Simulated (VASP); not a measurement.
# MnO (P-6m2) in VASP: notebook

MnO is run at these levels: PBE, RPBE+D3(BJ); tasks: single point, relaxation of cell and atoms.

Program: VASP 6.6.1. These are calculated values, not measurements. Logs are shortened: lines on timing, memory, paths and dates and some standing lists are left out, and cuts for length are marked.

### Step 1. The cell of the first run

It takes space group P-6m2 (No. 187, hexagonal). The conventional cell has a = 3.028 Å, b = 3.028 Å, c = 2.955 Å, α = 90.00°, β = 90.00°, γ = 120.00°. Within 3.0 Å of Mn (site symmetry -6m2) lie 6 O at 2.29 Å and 2 Mn at 2.95 Å. Within 3.0 Å of O (site symmetry -6m2) lie 6 Mn at 2.29 Å and 2 O at 2.95 Å.

### Step 2. Single point, PBE, collinear spin, ferromagnetic start

The input, INCAR:

```
SYSTEM = MnO
  PREC = Accurate
  ENCUT = 520
  EDIFF = 1E-6
  ISMEAR = -1
  SIGMA = 0.05
  LREAL = .False.
  LASPH = .True.
  NELM = 150
  ALGO = Normal
  ISIF = 2
  LWAVE = .False.
  LCHARG = .False.
  ISPIN = 2
  MAGMOM = 4 0
  LORBIT = 11
  LMAXMIX = 4
  GGA = PE
  NBANDS = 20
```

The input, KPOINTS:

```
Automatic mesh
0
Gamma
  10 10 9
  0 0 0
```

The input, POSCAR:

```
MnO
1.0
    3.0277259098      0.0000000000      0.0000000000
   -1.5138629600      2.6220875493      0.0000000000
    0.0000000000      0.0000000000      2.9549104844
Mn O
1 1
Direct
    0.0000000000      0.0000000000      0.0000000000
    0.6666666667      0.3333333333      0.5000000000
```

Potentials or basis: VASP PAW PBE potentials, release 64 (Mn_pv, O).

The run is started by

```
> cat potpaw_PBE.64/Mn_pv/POTCAR potpaw_PBE.64/O/POTCAR > POTCAR
> mpirun -np 1 vasp_std > vasp.out
```

OUTCAR:

```text
SYSTEM = MnO
   PREC = Accurate
   ENCUT = 520
   EDIFF = 1E-6
   ISMEAR = -1
   LREAL = .False.
   LASPH = .True.
   NELM = 150
   ISIF = 2
   ISPIN = 2
   LORBIT = 11
   GGA = PE

 ion  position               nearest neighbor table
   1  0.000  0.000  0.000-   2 2.29   2 2.29   2 2.29   2 2.29   2 2.29   2 2.29
   2  0.667  0.333  0.500-   1 2.29   1 2.29   1 2.29   1 2.29   1 2.29   1 2.29

  LATTYP: Found a hexagonal cell.
 ALAT       =     3.0277259098
 C/A-ratio  =     0.9759504567

  Lattice vectors:

 A1 = (   3.0277259098,   0.0000000000,   0.0000000000)
 A2 = (  -1.5138629600,   2.6220875493,   0.0000000000)
 A3 = (   0.0000000000,   0.0000000000,   2.9549104844)

Analysis of symmetry for initial positions (statically):
=====================================================================
 Subroutine PRICEL returns:
 Original cell was already a primitive cell.

 Routine SETGRP: Setting up the symmetry group for a
 hexagonal supercell.

 Subroutine GETGRP returns: Found 12 space group operations
 (whereof 12 operations were pure point group operations)
 out of a pool of 24 trial point group operations.

The static configuration has the point symmetry D_3h.

Analysis of symmetry for dynamics (positions and initial velocities):
=====================================================================
 Subroutine PRICEL returns:
 Original cell was already a primitive cell.

 Routine SETGRP: Setting up the symmetry group for a
 hexagonal supercell.

 Subroutine GETGRP returns: Found 12 space group operations
 (whereof 12 operations were pure point group operations)
 out of a pool of 24 trial point group operations.

The dynamic configuration has the point symmetry D_3h.

Analysis of structural, dynamic, and magnetic symmetry:
=====================================================================
 Subroutine PRICEL returns:
 Original cell was already a primitive cell.

 Routine SETGRP: Setting up the symmetry group for a
 hexagonal supercell.

 Subroutine GETGRP returns: Found 12 space group operations
 (whereof 12 operations were pure point group operations)
 out of a pool of 24 trial point group operations.

The overall configuration has the point symmetry D_3h.

 Subroutine INISYM returns: Found 12 space group operations
 (whereof 12 operations are pure point group operations),
 and found     1 'primitive' translations

----------------------------------------------------------------------------------------

[... 107 lines left out ...]
   ISMEAR =    -1;   SIGMA  =   0.05  broadening in eV -4-tet -1-fermi 0-gaus
   EFERMI_NEDOS =   21; number of points for ismear=-14 and -15
   IALGO  =     38    algorithm
   IMIX   =      4    mixing-type and parameters
     AMIX     =   0.40;   BMIX     =  1.00
     AMIX_MAG =   1.60;   BMIX_MAG =  1.00
  volume/ion in A,a.u.               =      11.73        79.15
  Fermi-wavevector in a.u.,A,eV,Ry     =   1.526008  2.883736 31.683873  2.328699
  Thomas-Fermi vector in A             =   2.634100
   LORBIT       =     11    0 simple, 1 ext, 2 COOP (PROOUT), +10 PAW based schemes
   GGA     = PE    functional components
   LHFCALC =     F    Hartree Fock is set to
   AEXX    =    0.0000 exact exchange contribution
   IVDW    =     0    specifies the selected vdW correction
   LEPSILON=     F    determine dielectric tensor
   LRPA    =     F    only Hartree local field effects (RPA)
 spin polarized calculation
  energy-cutoff  :      520.00
  volume of cell :       23.46
 maximum number of plane-waves:       647
 NGX is ok and might be reduce to    24
   NGX = 11   NGY = 11   NGZ = 11

 number of electron      18.9999998 magnetization       4.9365004

 Free energy of the ion-electron system (eV)
  ---------------------------------------------------
  ext. energy  EPLUGINS =         0.00000000
  ---------------------------------------------------
  free energy    TOTEN  =       -15.95407599 eV

  energy without entropy =      -15.94864277  energy(sigma->0) =      -15.95135938

 E-fermi :   6.3889     XC(G=0): -11.4907

 val. band max:        6.3860384840   @ k =   0.4000   0.2000   0.4444
 cond. band min:       6.3967162580   @ k =   0.3000   0.3000   0.4444
 fundamental gap:      0.0106777739
 Fermi energy:         6.3889412625

 spin component 1

 k-point     1 :       0.0000    0.0000    0.0000
  band No.  band energies     occupation
      1     -44.0234      1.00000
      2     -44.0234      1.00000
      3     -43.8608      1.00000
      4     -12.8635      1.00000
      5       1.9597      1.00000
      6       1.9597      1.00000
[... 541 lines left out ...]
     19      28.1352      0.00000
     20      30.6777      0.00000

 [... further k-points ...]

 spin component 2

 k-point     1 :       0.0000    0.0000    0.0000
  band No.  band energies     occupation
      1     -39.2730      1.00000
      2     -39.2730      1.00000
      3     -39.1196      1.00000
      4     -12.4105      1.00000
      5       3.4518      1.00000
      6       3.4736      1.00000
[... 541 lines left out ...]
     19      29.4804      0.00000
     20      31.7085      0.00000

 [... further k-points ...]
[... 5 lines left out ...]
  --------------------------------------------------------------------------------------
  -------------------------------------------------------------------------------------
  Total       -0.0096812     -0.0096812     -2.6225718      0.0000000     -0.0000000     -0.0000000
  in kB       -0.6611974     -0.6611974   -179.1141520      0.0000000     -0.0000000     -0.0000000
  external PRESSURE =     -60.1455156 kB  Pullay stress =       0.0000000 kB

 VOLUME and BASIS-vectors are now :
 -----------------------------------------------------------------------------
  energy-cutoff  :      520.00
  volume of cell :       23.46
      direct lattice vectors                 reciprocal lattice vectors
     3.027725910  0.000000000  0.000000000     0.330280887  0.190687760  0.000000000
    -1.513862960  2.622087549  0.000000000     0.000000000  0.381375519  0.000000000
     0.000000000  0.000000000  2.954910484     0.000000000  0.000000000  0.338419727

 POSITION                                       TOTAL-FORCE (eV/Angst)
 -----------------------------------------------------------------------------------
      0.00000      0.00000      0.00000        -0.000000      0.000000      0.000000
      1.51386      0.87403      1.47746         0.000000      0.000000      0.000000
 -----------------------------------------------------------------------------------
    total drift:                               -0.000000      0.000000      0.000000

  FREE ENERGIE OF THE ION-ELECTRON SYSTEM (eV)
  ---------------------------------------------------
  free  energy   TOTEN  =       -15.9540759902 eV

  energy  without entropy=      -15.9486427750  energy(sigma->0) =      -15.95135938

 total charge

# of ion       s       p       d       tot
------------------------------------------
    1        0.202   6.165   4.925  11.292
    2        1.562   3.379   0.000   4.941
--------------------------------------------------
tot          1.764   9.544   4.925  16.234

 magnetization (x)

# of ion       s       p       d       tot
------------------------------------------
    1        0.034   0.036   4.349   4.418
    2        0.026   0.194   0.000   0.220
--------------------------------------------------
tot          0.059   0.230   4.349   4.638
```

stdout:

```text
POSCAR found type information on POSCAR MnO
 POSCAR found :  2 types and       2 ions
 scaLAPACK will be used
 LDA part: xc-table for (Slater+PW92), standard interpolation
 POSCAR, INCAR and KPOINTS ok, starting setup
 FFT: planning ... GRIDC
 FFT: planning ... GRID_SOFT
 FFT: planning ... GRID
 WAVECAR not read
 entering main loop
```

Run time: 33 s. Hardware: 1 thread of Intel Xeon Platinum 8488C (Sapphire Rapids), shared host; peak memory 0.18 GiB.

Results:

```yaml
Free_energy: -15.9541 eV
Pressure: -6.0 GPa
Net_moment: 4.94 μB per cell
Site_moments: Mn +4.42; O +0.22 μB
Valence_electrons_inside_the_program's_atomic_spheres: Mn 11.29; O 4.94
```

Stress tensor (GPa, compression positive):
```
 -0.07   0.00   0.00
  0.00  -0.07   0.00
  0.00   0.00 -17.91
```

Caveat: a cell with one magnetic atom can't hold antiferromagnetic order, which such compounds often take; semilocal functionals often make such compounds metallic where correlation or magnetic order opens a gap, which also shifts bond lengths.

### Step 3. Relaxation of cell and atoms, RPBE+D3(BJ), collinear spin, ferromagnetic start

This run uses another cell than the first one, of 11.07 Å³/atom, 0.943 times its volume.

The input, INCAR:

```
SYSTEM = MnO
  PREC = Accurate
  ENCUT = 600
  EDIFF = 1E-7
  ISMEAR = -1
  SIGMA = 0.05
  LREAL = .False.
  LASPH = .True.
  NELM = 150
  ALGO = Normal
  ISIF = 3
  LWAVE = .False.
  LCHARG = .False.
  ISPIN = 2
  MAGMOM = 4 0
  LORBIT = 11
  LMAXMIX = 4
  GGA = RP
  IVDW = 12
  IBRION = 2
  NSW = 60
  EDIFFG = -0.01
```

KPOINTS is that of step 2.

The input, POSCAR:

```
MnO
1.0
    2.9694859100      0.0000000000      0.0000000000
   -1.4847429600      2.5716502300      0.0000000000
    0.0000000000      0.0000000000      2.8980711300
Mn O
1 1
Direct
    0.0000000000      0.0000000000      0.0000000000
    0.6666666667      0.3333333333      0.5000000000
```

Potentials or basis: VASP PAW PBE potentials, release 64 (Mn_pv, O).

The run is started by

```
> cat potpaw_PBE.64/Mn_pv/POTCAR potpaw_PBE.64/O/POTCAR > POTCAR
> mpirun -np 1 vasp_std > vasp.out
```

Run time: 7.9 min. Hardware: 1 thread of Intel Xeon 8259CL, shared host; peak memory 0.2 GiB.

Results (log left out):

| Item | Value |
| --- | --- |
| Free energy | -16.9428 eV |
| Relaxed volume | 10.24 Å³/atom |
| Relaxed cell | a = 2.933 Å, b = 2.933 Å, c = 2.749 Å, α = 90.00°, β = 90.00°, γ = 120.00° |
| Space group after relaxing (to 0.05 Å) | P-6m2 (No. 187) |
| Energy gained by relaxing | 34.2 meV/atom |
| Ionic steps | 8 |
| Pressure after relaxing | 0.1 GPa |
| Net moment | 4.55 μB per cell |
| Site moments | Mn +4.13; O +0.18 μB |
| Valence electrons inside the program's atomic spheres | Mn 11.44; O 5.01 |
| Dispersion energy per atom | -0.864 eV |

Step by step:
```tsv
step	energy change (eV)	largest force (eV/Å)	pressure (GPa)	volume (Å³)
1	0.0000	0.0000	-7.51	22.13
2	-0.0660	0.0000	0.29	20.49
3	-0.0674	0.0000	-0.71	20.69
4	-0.0674	0.0000	-0.88	20.71
5	-0.0683	0.0000	-0.32	20.56
6	-0.0684	0.0000	-0.08	20.50
7	-0.0684	0.0000	-0.06	20.49
8	-0.0684	0.0000	0.05	20.48
```

Final structure:
```
Mn O
1.0
     2.93270    0.00000    0.00000
    -1.46635    2.53979    0.00000
     0.00000    0.00000    2.74941
Mn O
1 1
Direct
  0.00000 0.00000 0.00000
  0.66667 0.33333 0.50000
```

Levels at points of the mesh, in eV from the Fermi level:
Spin up:
```tsv
k point	band 9	band 10	band 11	band 12	band 13	band 14	band 15
(0.00, 0.00, 0.00)	-1.80	-1.80	-0.80	-0.80	-0.19	13.98	14.86
(0.50, 0.00, 0.00)	-1.97	-1.61	-1.61	-0.06	4.67	8.01	14.05
```
Spin down:
```csv
k point,band 3,band 4,band 5,band 6,band 7,band 8,band 9,band 10,band 11,band 12
"(0.00, 0.00, 0.00)",-45.69,-20.14,-3.93,-3.93,-3.35,-0.84,1.46,2.43,2.43,2.48
"(0.50, 0.00, 0.00)",-45.67,-19.16,-7.33,-3.90,-3.86,-0.54,2.20,2.25,2.69,3.25
```

Caveat: the PAW data sets were made with another functional, which shifts forces and pressure a little; a cell with one magnetic atom can't hold antiferromagnetic order, which such compounds often take; semilocal functionals often make such compounds metallic where correlation or magnetic order opens a gap, which also shifts bond lengths; pairwise dispersion overbinds metals, which lowers pressure and volume. With open d or f shells a metallic result of RPBE can be an artefact of self-interaction; +U or a hybrid may open a gap.
